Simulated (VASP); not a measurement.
# Ge (P6_3/mmc) in VASP: a series of runs

Ge is run at these levels: LDA; tasks: single point.

All numbers are computed with VASP 6.6.1; they aren't measurements. Logs are shortened: lines on timing, memory, paths and dates and some standing lists are left out, and cuts for length are marked.

### Step 1. The cell of the first run

Symmetry: P6_3/mmc, No. 194, hexagonal system. Conventional cell: a = 2.969 Å, b = 2.969 Å, c = 9.462 Å, α = 90.00°, β = 90.00°, γ = 120.00°. Ge (site symmetry -3m) has 12 Ge at 2.92 to 2.97 Å within 3.8 Å. Within 3.8 Å of Ge (site symmetry -6m2) lie 12 Ge at 2.92 to 2.97 Å.

This isn't the form of Ge at room conditions, which is diamond.

### Step 2. Single point, LDA

File INCAR:

```
SYSTEM = Ge
PREC     = Accurate       ! precision mode
ENCUT    = 520            ! plane-wave cutoff, eV
EDIFF    = 1E-6           ! SCF threshold, eV
ISMEAR   = -1             ! smearing method
SIGMA    = 0.1            ! smearing width, eV
LREAL    = .FALSE.        ! projectors in reciprocal space
LASPH    = .TRUE.         ! aspherical terms in the spheres
NELM     = 100            ! most SCF steps
ALGO     = Normal         ! electronic algorithm
ISIF     = 2              ! what is computed and relaxed
LWAVE    = .FALSE.        ! write WAVECAR
LCHARG   = .FALSE.        ! write CHGCAR
NBANDS   = 36             ! bands
```

File KPOINTS:

```
regular mesh
0
G
  12 12 4
  0 0 0
```

File POSCAR:

```
Ge
1.0
    2.9685871506      0.0000000000      0.0000000000
   -1.4842935753      2.5708718857      0.0000000000
    0.0000000000      0.0000000000      9.4616432492
Ge
4
Direct
    0.0000000000      0.0000000000      0.0000000000
    1.0000000000      0.0000000000      0.5000000000
    0.3333333333      0.6666666667      0.2500000000
    0.6666666667      0.3333333333      0.7500000000
```

Potentials or basis: VASP PAW LDA potentials, release 64 (Ge_d).

Run with:

```bash
> cat potpaw_LDA.64/Ge_d/POTCAR > POTCAR
> mpirun -np 1 vasp_std > vasp.out
```

OUTCAR:

```text
SYSTEM = Ge
   PREC = Accurate
   ENCUT = 520
   EDIFF = 1E-6
   ISMEAR = -1
   LREAL = .FALSE.
   LASPH = .TRUE.
   NELM = 100
   ISIF = 2

 ion  position               nearest neighbor table
   1  0.000  0.000  0.000-
   2  0.000  0.000  0.500-
   3  0.333  0.667  0.250-
   4  0.667  0.333  0.750-

  LATTYP: Found a hexagonal cell.
 ALAT       =     2.9685871506
 C/A-ratio  =     3.1872546667

  Lattice vectors:

 A1 = (   2.9685871506,   0.0000000000,   0.0000000000)
 A2 = (  -1.4842935753,   2.5708718857,   0.0000000000)
 A3 = (   0.0000000000,   0.0000000000,   9.4616432492)

Analysis of symmetry for initial positions (statically):
=====================================================================
 Subroutine PRICEL returns:
 Original cell was already a primitive cell.

 Routine SETGRP: Setting up the symmetry group for a
 hexagonal supercell.

 Subroutine GETGRP returns: Found 24 space group operations
 (whereof 12 operations were pure point group operations)
 out of a pool of 24 trial point group operations.

The static configuration has the point symmetry D_3d.
 The point group associated with its full space group is D_6h.

Analysis of symmetry for dynamics (positions and initial velocities):
=====================================================================
 Subroutine PRICEL returns:
 Original cell was already a primitive cell.

 Routine SETGRP: Setting up the symmetry group for a
 hexagonal supercell.

 Subroutine GETGRP returns: Found 24 space group operations
 (whereof 12 operations were pure point group operations)
 out of a pool of 24 trial point group operations.

The dynamic configuration has the point symmetry D_3d.
 The point group associated with its full space group is D_6h.

 Subroutine INISYM returns: Found 24 space group operations
 (whereof 12 operations are pure point group operations),
 and found     1 'primitive' translations

----------------------------------------------------------------------------------------

                                     Primitive cell

  volume of cell :      72.2099

  direct lattice vectors                    reciprocal lattice vectors
     2.968587151  0.000000000  0.000000000     0.336860584  0.194486549  0.000000000
    -1.484293575  2.570871886  0.000000000     0.000000000  0.388973097  0.000000000
     0.000000000  0.000000000  9.461643249     0.000000000  0.000000000  0.105689886

  length of vectors
     2.968587151  2.968587151  9.461643249     0.388973097  0.388973097  0.105689886

  position of ions in fractional coordinates (direct lattice)
     0.000000000  0.000000000  0.000000000
     0.000000000  0.000000000  0.500000000
     0.333333333  0.666666667  0.250000000
     0.666666667  0.333333333  0.750000000

  ion indices of the primitive-cell ions
   primitive index   ion index
                 1           1
                 2           2
                 3           3
                 4           4

----------------------------------------------------------------------------------------

 KPOINTS: regular mesh

Automatic generation of k-mesh.
 Grid dimensions read from file:
 generate k-points for:   12   12    4

 Generating k-lattice:

  Cartesian coordinates                     Fractional coordinates (reciprocal lattice)
     0.028071715  0.016207212  0.000000000     0.083333333  0.000000000  0.000000000
     0.000000000  0.032414425  0.000000000     0.000000000  0.083333333  0.000000000
     0.000000000  0.000000000  0.026422472     0.000000000  0.000000000  0.250000000

  Length of vectors
     0.032414425  0.032414425  0.026422472

  Shift w.r.t. Gamma in fractional coordinates (k-lattice)
     0.000000000  0.000000000  0.000000000

 Subroutine IBZKPT returns following result:
 ===========================================

 Found     57 irreducible k-points:

 Following reciprocal coordinates:
            Coordinates               Weight
  0.000000  0.000000  0.000000      1.000000
  0.083333 -0.000000  0.000000      6.000000
  0.166667 -0.000000  0.000000      6.000000
[... 49 lines left out ...]
      6     -17.8226      2.00000
[... 28 lines left out ...]
     35      15.9167      0.00000
     36      16.7704      0.00000

 k-point     2 :       0.0833   -0.0000    0.0000
  band No.  band energies     occupation
      1     -17.8300      2.00000
      2     -17.8283      2.00000
      3     -17.8242      2.00000
      4     -17.8208      2.00000
      5     -17.8190      2.00000
      6     -17.8178      2.00000
[... 28 lines left out ...]
     35      16.0800      0.00000
     36      16.4124      0.00000

 k-point     3 :       0.1667   -0.0000    0.0000
  band No.  band energies     occupation
      1     -17.8411      2.00000
      2     -17.8332      2.00000
      3     -17.8298      2.00000
      4     -17.8172      2.00000
      5     -17.8133      2.00000
      6     -17.8123      2.00000
[... 28 lines left out ...]
     35      15.3685      0.00000
     36      15.9096      0.00000

 k-point     4 :       0.2500   -0.0000    0.0000
  band No.  band energies     occupation
      1     -17.8559      2.00000
      2     -17.8400      2.00000
      3     -17.8391      2.00000
      4     -17.8195      2.00000
      5     -17.8182      2.00000
      6     -17.8129      2.00000
[... 28 lines left out ...]
     35      13.7813      0.00000
     36      15.2176      0.00000

 k-point     5 :       0.3333   -0.0000    0.0000
  band No.  band energies     occupation
      1     -17.8698      2.00000
      2     -17.8503      2.00000
      3     -17.8457      2.00000
      4     -17.8290      2.00000
      5     -17.8240      2.00000
      6     -17.8184      2.00000
[... 655 lines left out ...]
 k-point    22 :       0.1667   -0.0000    0.2500
  band No.  band energies     occupation
      1     -17.8409      2.00000
      2     -17.8365      2.00000
      3     -17.8262      2.00000
      4     -17.8167      2.00000
      5     -17.8134      2.00000
      6     -17.8101      2.00000
[... 28 lines left out ...]
     35      15.1124      0.00000
     36      15.6205      0.00000

 k-point    23 :       0.2500   -0.0000    0.2500
  band No.  band energies     occupation
      1     -17.8551      2.00000
      2     -17.8467      2.00000
      3     -17.8319      2.00000
      4     -17.8189      2.00000
      5     -17.8148      2.00000
      6     -17.8099      2.00000
[... 28 lines left out ...]
     35      13.9851      0.00000
     36      14.9546      0.00000

 k-point    24 :       0.3333   -0.0000    0.2500
  band No.  band energies     occupation
      1     -17.8682      2.00000
      2     -17.8564      2.00000
      3     -17.8392      2.00000
      4     -17.8257      2.00000
      5     -17.8225      2.00000
      6     -17.8146      2.00000
[... 28 lines left out ...]
     35      13.0563      0.00000
     36      14.3238      0.00000

 [... further k-points ...]

------------------------ aborting loop because EDIFF is reached ----------------------------------------

  FORCE on cell =-STRESS in cart. coord.  units (eV):
  Direction    XX          YY          ZZ          XY          YZ          ZX
  --------------------------------------------------------------------------------------
  -------------------------------------------------------------------------------------
  Total       -0.0569439     -0.0569439     -0.0761854      0.0000000      0.0000000      0.0000000
  in kB       -1.2634589     -1.2634589     -1.6903836      0.0000000      0.0000000      0.0000000
  external PRESSURE =      -1.4057671 kB  Pullay stress =       0.0000000 kB

 VOLUME and BASIS-vectors are now :
 -----------------------------------------------------------------------------
  energy-cutoff  :      520.00
  volume of cell :       72.21
      direct lattice vectors                 reciprocal lattice vectors
     2.968587151  0.000000000  0.000000000     0.336860584  0.194486549  0.000000000
    -1.484293575  2.570871886  0.000000000     0.000000000  0.388973097  0.000000000
     0.000000000  0.000000000  9.461643249     0.000000000  0.000000000  0.105689886

 POSITION                                       TOTAL-FORCE (eV/Angst)
 -----------------------------------------------------------------------------------
      0.00000      0.00000      0.00000         0.000000      0.000000      0.000000
      0.00000      0.00000      4.73082         0.000000      0.000000      0.000000
     -0.00000      1.71391      2.36541         0.000000      0.000000      0.000000
      1.48429      0.85696      7.09623        -0.000000     -0.000000     -0.000000
 -----------------------------------------------------------------------------------
    total drift:                               -0.000000      0.000000      0.000000

  FREE ENERGIE OF THE ION-ELECTRON SYSTEM (eV)
  ---------------------------------------------------
  free  energy   TOTEN  =       -19.5319133044 eV

  energy  without entropy=      -19.4697504890  energy(sigma->0) =      -19.50083190
```

Wall time 42 s (1 thread of Intel Xeon 6975P-C (Granite Rapids), shared host); peak memory 0.22 GiB.

What came out:

```
Free energy            : -19.5319 eV
Pressure               : -0.1 GPa
Band gap on the k mesh : zero (bands 28 and 29 overlap by 10.00 eV)
```

Levels at points of the mesh, in eV from the Fermi level:
```
           k point  band 25  band 26  band 27  band 28  band 29  band 30  band 31  band 32
(0.00, 0.00, 0.00)    -5.67     1.68     1.69     6.72     6.72     7.58     7.58     7.79
(0.50, 0.00, 0.00)    -5.48    -5.12    -2.11    -1.67    -0.45     0.53     2.46     4.10
(0.00, 0.00, 0.50)    -2.75    -2.75     6.60     6.60     6.98     6.98     6.98     6.98
(0.50, 0.00, 0.50)    -4.16    -4.16    -3.56    -3.56     1.98     1.98     2.88     2.88
```

### Step 3. Single point, LDA (15.89 Å³/atom)

This run uses another cell than the first one, of 15.89 Å³/atom.

File INCAR:

```
ALGO = Normal
EDIFF = 1E-6
ENCUT = 520
ISIF = 2
ISMEAR = -1
LASPH = T
LCHARG = T
LELF = T
LREAL = F
LVHAR = T
LWAVE = F
NBANDS = 36
NELM = 100
PREC = Accurate
SIGMA = 0.1
```

File KPOINTS:

```
k-points
0
Gamma
  14 14 4
```

File POSCAR:

```
Ge
1.0
    2.8447494841      0.0000000000      0.0000000000
   -1.4223747421      2.4636253207      0.0000000000
    0.0000000000      0.0000000000      9.0669410689
Ge
4
Direct
    0.0000000000      0.0000000000      0.0000000000
    1.0000000000      0.0000000000      0.5000000000
    0.3333333333      0.6666666667      0.2500000000
    0.6666666667      0.3333333333      0.7500000000
```

Potentials or basis: VASP PAW LDA potentials, release 64 (Ge_d).

Run with:

```bash
> cat potpaw_LDA.64/Ge_d/POTCAR > POTCAR
> mpirun -np 1 vasp_std > vasp.out
```

It took 58 s on 1 thread of Intel Xeon 6975P-C (Granite Rapids), shared host; peak memory 0.23 GiB.

It converged, with:

```
Free energy            : -19.1966 eV
Pressure               : 13.4 GPa
Band gap on the k mesh : zero (bands 28 and 29 overlap by 10.63 eV)
```

Stress tensor (GPa, compression positive):
```
12.92  0.00  0.00
 0.00 12.92  0.00
 0.00  0.00 14.31
```

Levels at points of the mesh, in eV from the Fermi level:
```tsv
k point	band 25	band 26	band 27	band 28	band 29	band 30	band 31	band 32
(0.00, 0.00, 0.00)	-6.54	1.92	1.92	7.60	7.60	8.55	8.55	8.83
(0.50, 0.00, 0.00)	-6.29	-5.93	-1.99	-1.72	-0.70	0.39	2.64	4.51
(0.00, 0.00, 0.50)	-3.02	-3.02	7.43	7.43	7.90	7.90	7.90	7.90
(0.50, 0.00, 0.50)	-4.51	-4.51	-3.98	-3.98	2.22	2.22	3.12	3.12
```

Caveat: the cell stands under pressure.

### Step 4. Single point, LDA (16.61 Å³/atom)

This run uses another cell than the first one, of 16.61 Å³/atom.

File INCAR:

```
PREC = Accurate
ENCUT = 520
EDIFF = 1E-6
ISMEAR = -1
SIGMA = 0.1
LREAL = F
LASPH = T
NELM = 100
ALGO = Normal
ISIF = 2
LWAVE = F
LCHARG = T
LELF = T
LVHAR = T
NBANDS = 36
```

File KPOINTS:

```
regular mesh
0
Gamma
  14 14 4
```

File POSCAR:

```
Ge
1.0
    2.8872146923      0.0000000000      0.0000000000
   -1.4436073462      2.5004012697      0.0000000000
    0.0000000000      0.0000000000      9.2022885018
Ge
4
Direct
    0.0000000000      0.0000000000      0.0000000000
    1.0000000000      0.0000000000      0.5000000000
    0.3333333333      0.6666666667      0.2500000000
    0.6666666667      0.3333333333      0.7500000000
```

Run with:

```bash
> cat potpaw_LDA.64/Ge_d/POTCAR > POTCAR
> mpirun -np 1 vasp_std > vasp.out
```

It took 51 s on 1 thread of Intel Xeon 6975P-C (Granite Rapids), shared host; peak memory 0.24 GiB.

The run converged. Its results:

| Item | Value |
| --- | --- |
| Free energy | -19.3879 eV |
| Pressure | 7.9 GPa |
| Band gap on the k mesh | zero (bands 28 and 29 overlap by 10.15 eV) |

Stress tensor (GPa, compression positive):
```
7.36 0.00 0.00
0.00 7.36 0.00
0.00 0.00 9.09
```

Levels at points of the mesh, in eV from the Fermi level:
| k point | band 24 | band 25 | band 26 | band 27 | band 28 | band 29 | band 30 | band 31 | band 32 | band 33 |
| --- | --- | --- | --- | --- | --- | --- | --- | --- | --- | --- |
| (0.00, 0.00, 0.00) | -7.88 | -6.23 | 1.83 | 1.84 | 7.28 | 7.28 | 8.20 | 8.20 | 8.45 | 8.45 |
| (0.50, 0.00, 0.00) | -6.47 | -6.00 | -5.64 | -2.05 | -1.71 | -0.61 | 0.44 | 2.57 | 4.37 | 4.37 |
| (0.00, 0.00, 0.50) | -10.32 | -2.93 | -2.93 | 7.14 | 7.14 | 7.57 | 7.57 | 7.57 | 7.57 | 9.22 |
| (0.50, 0.00, 0.50) | -7.36 | -4.39 | -4.39 | -3.84 | -3.84 | 2.13 | 2.13 | 3.03 | 3.03 | 3.78 |

Caveat: the cell stands under pressure.

### Step 5. Single point, LDA (17.33 Å³/atom)

This run uses another cell than the first one, of 17.33 Å³/atom.

File INCAR:

```
SYSTEM = Ge
ALGO = Normal
EDIFF = 1E-7
ENCUT = 520
ISIF = 2
ISMEAR = -1
LASPH = .TRUE.
LCHARG = .FALSE.
LREAL = .FALSE.
LWAVE = .FALSE.
NBANDS = 36
NELM = 80
PREC = Accurate
SIGMA = 0.1
```

File KPOINTS:

```
k-points
0
G
  14 14 4
  0 0 0
```

File POSCAR:

```
Ge
1.0
    2.9284661898      0.0000000000      0.0000000000
   -1.4642330949      2.5361261145      0.0000000000
    0.0000000000      0.0000000000      9.3337675297
Ge
4
Direct
    0.0000000000      0.0000000000      0.0000000000
    1.0000000000      0.0000000000      0.5000000000
    0.3333333333      0.6666666667      0.2500000000
    0.6666666667      0.3333333333      0.7500000000
```

Run with:

```bash
> cat potpaw_LDA.64/Ge_d/POTCAR > POTCAR
> mpirun -np 1 vasp_std > vasp.out
```

It took 61 s on 1 thread of Intel Xeon 6975P-C (Granite Rapids), shared host; peak memory 0.24 GiB.

It converged, with:

| Item | Value |
| --- | --- |
| Free energy | -19.4937 eV |
| Pressure | 3.7 GPa |
| Band gap on the k mesh | zero (bands 28 and 29 overlap by 9.71 eV) |

Stress tensor (GPa, compression positive):
```
3.07 0.00 0.00
0.00 3.07 0.00
0.00 0.00 5.05
```

Levels at points of the mesh, in eV from the Fermi level:
| k point | band 24 | band 25 | band 26 | band 27 | band 28 | band 29 | band 30 | band 31 | band 32 | band 33 |
| --- | --- | --- | --- | --- | --- | --- | --- | --- | --- | --- |
| (0.00, 0.00, 0.00) | -7.79 | -5.95 | 1.75 | 1.76 | 6.98 | 6.98 | 7.87 | 7.87 | 8.10 | 8.10 |
| (0.50, 0.00, 0.00) | -6.39 | -5.74 | -5.38 | -2.09 | -1.70 | -0.53 | 0.48 | 2.51 | 4.23 | 4.23 |
| (0.00, 0.00, 0.50) | -10.06 | -2.84 | -2.84 | 6.86 | 6.86 | 7.26 | 7.26 | 7.26 | 7.26 | 8.84 |
| (0.50, 0.00, 0.50) | -7.18 | -4.28 | -4.28 | -3.70 | -3.70 | 2.05 | 2.05 | 2.95 | 2.95 | 3.67 |

Caveat: the cell stands under pressure.

### Step 6. Single point, LDA (18.05 Å³/atom)

File INCAR:

```
PREC     = Accurate       # precision mode
ENCUT    = 520            # plane-wave cutoff, eV
EDIFF    = 1E-6           # SCF threshold, eV
ISMEAR   = -1             # smearing method
SIGMA    = 0.1            # smearing width, eV
LREAL    = F              # projectors in reciprocal space
LASPH    = T              # aspherical terms in the spheres
NELM     = 60             # most SCF steps
ALGO     = Normal         # electronic algorithm
ISIF     = 2              # what is computed and relaxed
LWAVE    = F              # write WAVECAR
LCHARG   = T              # write CHGCAR
LELF     = T              # ELF
LVHAR    = T            
NBANDS   = 36             # bands
```

File KPOINTS:

```
regular mesh
0
Gamma
  14 14 4
```

File POSCAR:

```
Ge
1.0
    2.9685871506      0.0000000000      0.0000000000
   -1.4842935753      2.5708718857      0.0000000000
    0.0000000000      0.0000000000      9.4616432492
Ge
4
Direct
    0.0000000000      0.0000000000      0.0000000000
    1.0000000000      0.0000000000      0.5000000000
    0.3333333333      0.6666666667      0.2500000000
    0.6666666667      0.3333333333      0.7500000000
```

Potentials or basis: VASP PAW LDA potentials, release 64 (Ge_d).

Run with:

```bash
> cat potpaw_LDA.64/Ge_d/POTCAR > POTCAR
> mpirun -np 1 vasp_std > vasp.out
```

Run time: 61 s. Hardware: 1 thread of Intel Xeon 6975P-C (Granite Rapids), shared host; peak memory 0.24 GiB.

Results (log left out):

| Property | Result |
| --- | --- |
| Free energy | -19.5311 eV |
| Pressure | 0.4 GPa |
| Band gap on the k mesh | zero (bands 28 and 29 overlap by 9.30 eV) |

Stress tensor (GPa, compression positive):
```
-0.30  0.00  0.00
 0.00 -0.30  0.00
 0.00  0.00  1.87
```

Levels at points of the mesh, in eV from the Fermi level:
| k point | band 26 | band 27 | band 28 | band 29 | band 30 | band 31 |
| --- | --- | --- | --- | --- | --- | --- |
| (0.00, 0.00, 0.00) | 1.67 | 1.68 | 6.71 | 6.71 | 7.57 | 7.57 |
| (0.50, 0.00, 0.00) | -5.14 | -2.12 | -1.68 | -0.46 | 0.52 | 2.44 |
| (0.00, 0.00, 0.50) | -2.77 | 6.59 | 6.59 | 6.97 | 6.97 | 6.97 |
| (0.50, 0.00, 0.50) | -4.17 | -3.57 | -3.57 | 1.97 | 1.97 | 2.87 |

### Step 7. Summary

```tsv
cell	k mesh	gap on the mesh (eV)	pressure (GPa)
a = 2.969, b = 2.969, c = 9.462 Å, angles 90.0, 90.0, 120.0°, 4 atoms	12 × 12 × 4	none	-0.1
a = 2.845, b = 2.845, c = 9.067 Å, angles 90.0, 90.0, 120.0°, 4 atoms	14 × 14 × 4	none	13.4
a = 2.887, b = 2.887, c = 9.202 Å, angles 90.0, 90.0, 120.0°, 4 atoms	14 × 14 × 4	none	7.9
a = 2.928, b = 2.928, c = 9.334 Å, angles 90.0, 90.0, 120.0°, 4 atoms	14 × 14 × 4	none	3.7
a = 2.969, b = 2.969, c = 9.462 Å, angles 90.0, 90.0, 120.0°, 4 atoms	14 × 14 × 4	none	0.4
```

Alike in all rows: task single point; level LDA; potentials or basis VASP PAW LDA potentials, release 64 (Ge_d); no spin polarisation; cutoff (eV) 520; smearing fermi-dirac 0.1 eV.

Caveats: the cell stands under pressure (at least some runs).

Total energies depend on the potentials used, so only differences within one code and one set of settings carry meaning.
